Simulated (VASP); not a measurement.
# Cu (Fm-3m) in VASP: elastic constants with PBEsol

Aim: the elastic constants of Cu with PBEsol.

Program: VASP 6.6.1. These are calculated values, not measurements. Logs are shortened: lines on timing, memory, paths and dates and some standing lists are left out, and cuts for length are marked.

## (1) The cell of the first run

Symmetry: Fm-3m, No. 225, cubic system. The conventional cell has a = 3.564 Å, b = 3.564 Å, c = 3.564 Å, α = 90.00°, β = 90.00°, γ = 90.00°. Cu (site symmetry m-3m) has 12 Cu at 2.52 Å within 3.3 Å.

## (2) Elastic constants, PBEsol

File INCAR:

```
SYSTEM = Cu
PREC = Accurate
ENCUT = 600
EDIFF = 1E-8
ISMEAR = -1
SIGMA = 0.15
LREAL = .False.
LASPH = .True.
NELM = 80
ALGO = Fast
ISIF = 3
LWAVE = .False.
LCHARG = .False.
GGA = PS
IBRION = 6
NFREE = 2
POTIM = 0.015
NSW = 1
```

File KPOINTS:

```
regular mesh
0
Gamma
  20 20 20
  0 0 0
```

File POSCAR:

```
Cu
1.0
    0.0000000000      1.7820969879      1.7820969879
    1.7820969879      0.0000000000      1.7820969879
    1.7820969879      1.7820969879      0.0000000000
Cu
1
Direct
    0.0000000000      0.0000000000      0.0000000000
```

Potentials or basis: VASP PAW PBE potentials, release 64 (Cu).

Run with:

```console
$ cat potpaw_PBE.64/Cu/POTCAR > POTCAR
$ mpirun -np 1 vasp_std > vasp.out
```

OUTCAR:

```text
SYSTEM = Cu
   PREC = Accurate
   ENCUT = 600
   EDIFF = 1E-8
   ISMEAR = -1
   LREAL = .False.
   LASPH = .True.
   NELM = 80
   ISIF = 3
   GGA = PS
   IBRION = 6
   NFREE = 2
   POTIM = 0.015
   NSW = 1

 ion  position               nearest neighbor table
   1  0.000  0.000  0.000-

  LATTYP: Found a face centered cubic cell.
 ALAT       =     3.5641939758

  Lattice vectors:

 A1 = (   0.0000000000,   1.7820969879,   1.7820969879)
 A2 = (   1.7820969879,   0.0000000000,   1.7820969879)
 A3 = (   1.7820969879,   1.7820969879,   0.0000000000)

Analysis of symmetry for initial positions (statically):
=====================================================================
 Subroutine PRICEL returns:
 Original cell was already a primitive cell.

 Routine SETGRP: Setting up the symmetry group for a
 face centered cubic supercell.

 Subroutine GETGRP returns: Found 48 space group operations
 (whereof 48 operations were pure point group operations)
 out of a pool of 48 trial point group operations.

The static configuration has the point symmetry O_h .

Analysis of symmetry for dynamics (positions and initial velocities):
=====================================================================
 Subroutine PRICEL returns:
 Original cell was already a primitive cell.

 Routine SETGRP: Setting up the symmetry group for a
 face centered cubic supercell.

 Subroutine GETGRP returns: Found 48 space group operations
 (whereof 48 operations were pure point group operations)
 out of a pool of 48 trial point group operations.

The dynamic configuration has the point symmetry O_h .

 Subroutine INISYM returns: Found 48 space group operations
 (whereof 48 operations are pure point group operations),
 and found     1 'primitive' translations

----------------------------------------------------------------------------------------

                                     Primitive cell

  volume of cell :      11.3194

[... 325 lines left out ...]
 cond. band min:       7.9541588127   @ k =   0.4500   0.3500   0.0000
 fundamental gap:      0.0206032973
 Fermi energy:         7.9425996169

 k-point     1 :       0.0000    0.0000    0.0000
  band No.  band energies     occupation
      1      -1.7817      2.00000
      2       4.7725      2.00000
      3       4.7725      2.00000
      4       4.7725      2.00000
      5       5.6608      2.00000
      6       5.6608      2.00000
      7      30.8586      0.00000
      8      33.8048      0.00000
      9      33.8073      0.00000
[... 265 lines left out ...]
 k-point    24 :      -0.3500    0.0500    0.0000
  band No.  band energies     occupation
      1       2.1270      2.00000
      2       4.8020      2.00000
      3       4.8452      2.00000
      4       4.9525      2.00000
      5       5.9945      2.00000
      6       6.2896      1.99997
      7      15.4440      0.00000
      8      28.1810      0.00000
      9      31.0878      0.00000

 [... further k-points ...]
[... 5 lines left out ...]
  --------------------------------------------------------------------------------------
  -------------------------------------------------------------------------------------
  Total        0.0538300      0.0538300      0.0538300     -0.0000000     -0.0000000      0.0000000
  in kB        7.6192269      7.6192269      7.6192269     -0.0000000     -0.0000000      0.0000000
  external PRESSURE =       7.6192269 kB  Pullay stress =       0.0000000 kB
[... 16 lines left out ...]
  FREE ENERGIE OF THE ION-ELECTRON SYSTEM (eV)
  ---------------------------------------------------
  free  energy   TOTEN  =        -4.3198480716 eV

  energy  without entropy=       -4.2984683084  energy(sigma->0) =       -4.30915819

 INTERNAL STRAIN TENSORS FROM STRAINED CELLS
 ============================================

 INTERNAL STRAIN TENSOR FOR ION    1 for displacements in x,y,z  (eV/Angst):
          X           Y           Z          XY          YZ          ZX
  --------------------------------------------------------------------------------
  x     0.00000     0.00000    -0.00000     0.00000     0.00000    -0.00000
  y     0.00000     0.00000     0.00000     0.00000    -0.00000     0.00000
  z    -0.00000     0.00000     0.00000     0.00000    -0.00000     0.00000

 INTERNAL STRAIN TENSORS FROM DISPLACED ATOMS
 ============================================

 INTERNAL STRAIN TENSOR FOR ION    1 for displacements in x,y,z  (eV/Angst):
          X           Y           Z          XY          YZ          ZX
  --------------------------------------------------------------------------------
  x     0.00000     0.00000     0.00000     0.00000     0.00000     0.00000
  y     0.00000     0.00000     0.00000     0.00000     0.00000     0.00000
  z     0.00000     0.00000     0.00000     0.00000     0.00000     0.00000

 Eigenvectors and eigenvalues of the dynamical matrix
 ----------------------------------------------------

   1 f  =    0.000000 THz     0.000000 2PiTHz    0.000000 cm-1     0.000000 meV
             X         Y         Z           dx          dy          dz
      0.000000  0.000000  0.000000    -0.877998    0.478665    0.000000

   2 f  =    0.000000 THz     0.000000 2PiTHz    0.000000 cm-1     0.000000 meV
             X         Y         Z           dx          dy          dz
      0.000000  0.000000  0.000000     0.000000    0.000000    1.000000

   3 f  =    0.000000 THz     0.000000 2PiTHz    0.000000 cm-1     0.000000 meV
             X         Y         Z           dx          dy          dz
      0.000000  0.000000  0.000000     0.478665    0.877998    0.000000

--------------------------------------------------------------------------------------------------------

 ELASTIC MODULI CONTR FROM IONIC RELAXATION (kBar)
 Direction    XX          YY          ZZ          XY          YZ          ZX
 --------------------------------------------------------------------------------
 XX           0.0000      0.0000      0.0000      0.0000      0.0000      0.0000
 YY           0.0000      0.0000      0.0000      0.0000      0.0000      0.0000
 ZZ           0.0000      0.0000      0.0000      0.0000      0.0000      0.0000
 XY           0.0000      0.0000      0.0000      0.0000      0.0000      0.0000
 YZ           0.0000      0.0000      0.0000      0.0000      0.0000      0.0000
 ZX           0.0000      0.0000      0.0000      0.0000      0.0000      0.0000
 --------------------------------------------------------------------------------

 TOTAL ELASTIC MODULI (kBar)
 Direction    XX          YY          ZZ          XY          YZ          ZX
 --------------------------------------------------------------------------------
 XX        2090.4630   1467.5687   1467.5687     -0.0000      0.0000     -0.0000
 YY        1467.5687   2090.4630   1467.5687     -0.0000     -0.0000     -0.0000
 ZZ        1467.5687   1467.5687   2090.4630      0.0000     -0.0000      0.0000
 XY          -0.0000     -0.0000      0.0000    963.9234      0.0000      0.0000
 YZ           0.0000     -0.0000     -0.0000      0.0000    963.9234     -0.0000
 ZX          -0.0000     -0.0000      0.0000      0.0000     -0.0000    963.9234
 --------------------------------------------------------------------------------
```

Run time: 64 min. Hardware: 1 thread of AMD EPYC 7R13, shared host; peak memory 0.57 GiB.

What came out:

- Elastic constants C11, C12, C44: 209, 147, 96 GPa
- Voigt bulk modulus: 168 GPa

Elastic tensor in Voigt notation (GPa, in the Cartesian axes of the cell as first typed):
```
209 147 147   0   0   0
147 209 147   0   0   0
147 147 209   0   0   0
  0   0   0  96   0   0
  0   0   0   0  96   0
  0   0   0   0   0  96
```

Clamped-ion elastic tensor (GPa):
```
209 147 147   0   0   0
147 209 147   0   0   0
147 147 209   0   0   0
  0   0   0  96   0   0
  0   0   0   0  96   0
  0   0   0   0   0  96
```

Caveat: the PAW data sets were made with another functional, which shifts forces and pressure a little.
